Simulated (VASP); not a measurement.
# TaN (Fm-3m) in VASP: settings compared, part 2 of 2

VASP 6.6.1. The steps go on from the part before.

## (3) Single point, r2SCAN+D4

The input, POSCAR:

```
TaN
1.0
    0.0000000000      2.1941356057      2.1941356057
    2.1941356057      0.0000000000      2.1941356057
    2.1941356057      2.1941356057      0.0000000000
Ta N
1 1
Direct
    0.5000000000      0.5000000000      0.5000000000
    0.0000000000      0.0000000000      0.0000000000
```

The input, INCAR.step1:

```
SYSTEM = TaN
ALGO     = Normal         ! electronic algorithm
EDIFF    = 1E-4           ! SCF threshold, eV
ENCUT    = 520            ! plane-wave cutoff, eV
GGA      = PE             ! functional
ISMEAR   = -1             ! smearing method
LASPH    = .TRUE.         ! aspherical terms in the spheres
LCHARG   = .FALSE.        ! write CHGCAR
LREAL    = .FALSE.        ! projectors in reciprocal space
LWAVE    = .TRUE.         ! write WAVECAR
NBANDS   = 15             ! bands
NELM     = 100            ! most SCF steps
PREC     = Accurate       ! precision mode
SIGMA    = 0.05           ! smearing width, eV
```

The input, INCAR.step2:

```
SYSTEM = TaN
ALGO     = Normal         ! electronic algorithm
EDIFF    = 1E-7           ! SCF threshold, eV
ENCUT    = 520            ! plane-wave cutoff, eV
ISIF     = 2              ! what is computed and relaxed
ISMEAR   = -1             ! smearing method
ISTART   = 1            
IVDW     = 13             ! dispersion correction
LASPH    = .TRUE.         ! aspherical terms in the spheres
LCHARG   = .FALSE.        ! write CHGCAR
LMIXTAU  = .TRUE.       
LREAL    = .FALSE.        ! projectors in reciprocal space
LWAVE    = .FALSE.        ! write WAVECAR
METAGGA  = R2SCAN         ! meta-GGA
NBANDS   = 15             ! bands
NELM     = 100            ! most SCF steps
PREC     = Accurate       ! precision mode
SIGMA    = 0.05           ! smearing width, eV
VDW_A1   = 0.51559235   
VDW_A2   = 5.77342911   
VDW_S6   = 1.0          
VDW_S8   = 0.6018749
```

The input, KPOINTS:

```
k-points
0
G
  10 10 10
  0 0 0
```

Potentials or basis: VASP PAW PBE potentials, release 64 (Ta_pv, N).

The run is started by

```console
$ cat potpaw_PBE.64/Ta_pv/POTCAR potpaw_PBE.64/N/POTCAR > POTCAR
$ cp INCAR.step1 INCAR
$ mpirun -np 1 vasp_std > vasp.out
$ cp INCAR.step2 INCAR
$ mpirun -np 1 vasp_std > vasp.out
```

OUTCAR:

```text
SYSTEM = TaN
   EDIFF = 1E-7
   ENCUT = 520
   ISIF = 2
   ISMEAR = -1
   ISTART = 1
   IVDW = 13
   LASPH = .TRUE.
   LREAL = .FALSE.
   METAGGA = R2SCAN
   NELM = 100
   PREC = Accurate

 ion  position               nearest neighbor table
   1  0.500  0.500  0.500-   2 2.19   2 2.19   2 2.19   2 2.19   2 2.19   2 2.19
   2  0.000  0.000  0.000-   1 2.19   1 2.19   1 2.19   1 2.19   1 2.19   1 2.19

  LATTYP: Found a face centered cubic cell.
 ALAT       =     4.3882712114

  Lattice vectors:

 A1 = (   0.0000000000,   2.1941356057,   2.1941356057)
 A2 = (   2.1941356057,   0.0000000000,   2.1941356057)
 A3 = (   2.1941356057,   2.1941356057,   0.0000000000)

Analysis of symmetry for initial positions (statically):
=====================================================================
 Subroutine PRICEL returns:
 Original cell was already a primitive cell.

 Routine SETGRP: Setting up the symmetry group for a
 face centered cubic supercell.

 Subroutine GETGRP returns: Found 48 space group operations
 (whereof 48 operations were pure point group operations)
 out of a pool of 48 trial point group operations.

The static configuration has the point symmetry O_h .

[... 175 lines left out ...]
      8       7.4980      2.00000
      9       7.4980      2.00000
     10       7.4980      2.00000
     11       9.8113      0.23993
     12       9.8113      0.23993
     13      11.5238      0.00000
     14      19.2336      0.00000
[... 401 lines left out ...]
      2     -27.7169      2.00000
      3     -27.6898      2.00000
      4      -8.8210      2.00000
      5       1.2672      2.00000
      6       3.4427      2.00000
      7       4.0969      2.00000
      8       5.6190      2.00000
      9      11.9662      0.00000
     10      12.6745      0.00000
     11      12.7637      0.00000
     12      13.8853      0.00000
     13      18.6528      0.00000
     14      19.2351      0.00000
     15      21.1353      0.00000

 [... further k-points ...]

------------------------ aborting loop because EDIFF is reached ----------------------------------------

  DFT-D4 for vdW energy calculation

  Edisp (eV):   -0.23087

  FORCE on cell =-STRESS in cart. coord.  units (eV):
  Direction    XX          YY          ZZ          XY          YZ          ZX
  --------------------------------------------------------------------------------------
  -------------------------------------------------------------------------------------
  Total       0.25934     0.25934     0.25934     0.00000     0.00000     0.00000
  in kB      19.66807    19.66807    19.66807     0.00000     0.00000     0.00000
  external pressure =       19.67 kB  Pullay stress =        0.00 kB

 VOLUME and BASIS-vectors are now :
 -----------------------------------------------------------------------------
  energy-cutoff  :      520.00
  volume of cell :       21.13
      direct lattice vectors                 reciprocal lattice vectors
     0.000000000  2.194135606  2.194135606    -0.227880172  0.227880172  0.227880172
     2.194135606  0.000000000  2.194135606     0.227880172 -0.227880172  0.227880172
     2.194135606  2.194135606  0.000000000     0.227880172  0.227880172 -0.227880172

 POSITION                                       TOTAL-FORCE (eV/Angst)
 -----------------------------------------------------------------------------------
      2.19414      2.19414      2.19414         0.000000      0.000000      0.000000
      0.00000      0.00000      0.00000        -0.000000     -0.000000     -0.000000
 -----------------------------------------------------------------------------------
    total drift:                                0.000000     -0.000000     -0.000000

  FREE ENERGIE OF THE ION-ELECTRON SYSTEM (eV)
  ---------------------------------------------------
  free  energy   TOTEN  =       -59.8689841987 eV

  energy  without entropy=      -59.8633531748  energy(sigma->0) =      -59.86616869
```

Run time: 73 s. Hardware: 1 thread of Intel Xeon 8259CL, shared host; peak memory 0.15 GiB.

Results:

```yaml
Free_energy: -59.8690 eV
Pressure: 2.0 GPa
Band_gap_on_the_k_mesh: zero (bands 8 and 9 overlap by 4.13 eV)
Dispersion_energy_per_atom: -0.115 eV
```

Caveat: the PAW data sets were made with another functional, which shifts forces and pressure a little; spin-orbit coupling is left out, which moves the levels of the heavy elements.

## (4) Single point, r2SCAN+rVV10

The input, POSCAR:

```
TaN
1.0
    0.0000000000      2.1933595288      2.1933595288
    2.1933595288      0.0000000000      2.1933595288
    2.1933595288      2.1933595288      0.0000000000
Ta N
1 1
Direct
    0.5000000000      0.5000000000      0.5000000000
    0.0000000000      0.0000000000      0.0000000000
```

The input, INCAR.step1:

```
PREC = Accurate ; ENCUT = 520
ISMEAR = -1 ; SIGMA = 0.05
LREAL = F ; LASPH = T
NELM = 100 ; NBANDS = 15
GGA = PE ; ALGO = Normal
EDIFF = 1E-4 ; LWAVE = T
LCHARG = F
```

The input, INCAR.step2:

```
PREC = Accurate ; ENCUT = 520
EDIFF = 1E-6 ; ISMEAR = -1
SIGMA = 0.05 ; LREAL = F
LASPH = T ; NELM = 100
ALGO = Normal ; ISIF = 2
LWAVE = F ; LCHARG = F
METAGGA = R2SCAN ; LMIXTAU = T
LUSE_VDW = T ; IVDW_NL = 2
BPARAM = 11.95 ; CPARAM = 0.0093
NBANDS = 15 ; ISTART = 1
```

The input, KPOINTS:

```
regular mesh
0
Gamma
  10 10 10
```

The run is started by

```console
$ cat potpaw_PBE.64/Ta_pv/POTCAR potpaw_PBE.64/N/POTCAR > POTCAR
$ cp INCAR.step1 INCAR
$ mpirun -np 1 vasp_std > vasp.out
$ cp INCAR.step2 INCAR
$ mpirun -np 1 vasp_std > vasp.out
```

Run time: 1.7 min. Hardware: 1 thread of Intel Xeon 8259CL, shared host; peak memory 0.23 GiB.

Results (log left out):

```
Free energy            : -59.4153 eV
Pressure               : 2.7 GPa
Band gap on the k mesh : zero (bands 8 and 9 overlap by 4.14 eV)
```

Levels at points of the mesh, in eV from the Fermi level:
```
           k point  band 4  band 5  band 6  band 7  band 8  band 9  band 10  band 11  band 12  band 13
(0.00, 0.00, 0.00)  -20.10   -4.18   -4.18   -4.18   -2.22   -2.22    -2.22     0.10     0.10     1.80
(0.50, 0.00, 0.00)  -17.03  -10.93   -8.07   -8.07    1.92    1.92     2.07     4.05     7.89     7.89
(0.50, 0.50, 0.00)  -18.86   -7.13   -5.71   -5.04   -5.04    2.21     3.57     3.57     4.77     7.43
```

Caveat: the PAW data sets were made with another functional, which shifts forces and pressure a little; spin-orbit coupling is left out, which moves the levels of the heavy elements.

## (5) Overview

```tsv
level	cell	gap on the mesh (eV)	pressure (GPa)
r2SCAN+D3(BJ)	a = 3.103 Å, angles 60.0°, 2 atoms	none	0.4
r2SCAN+D4	a = 3.103 Å, angles 60.0°, 2 atoms	none	2.0
r2SCAN+rVV10	a = 3.102 Å, angles 60.0°, 2 atoms	none	2.7
```

Alike in all rows: task single point; potentials or basis VASP PAW PBE potentials, release 64 (Ta_pv, N); no spin polarisation; k mesh 10 × 10 × 10; cutoff (eV) 520; smearing fermi-dirac 0.05 eV.

The pressure there spans 0.4 GPa (r2SCAN+D3(BJ)) to 2.7 GPa (r2SCAN+rVV10); a positive pressure means that this level wants a larger cell, a negative one a smaller.

Caveats: the PAW data sets were made with another functional, which shifts forces and pressure a little; spin-orbit coupling is left out, which moves the levels of the heavy elements; three body term missing (at least some runs).

Total energies depend on the potentials used, so only differences within one code and one set of settings carry meaning.
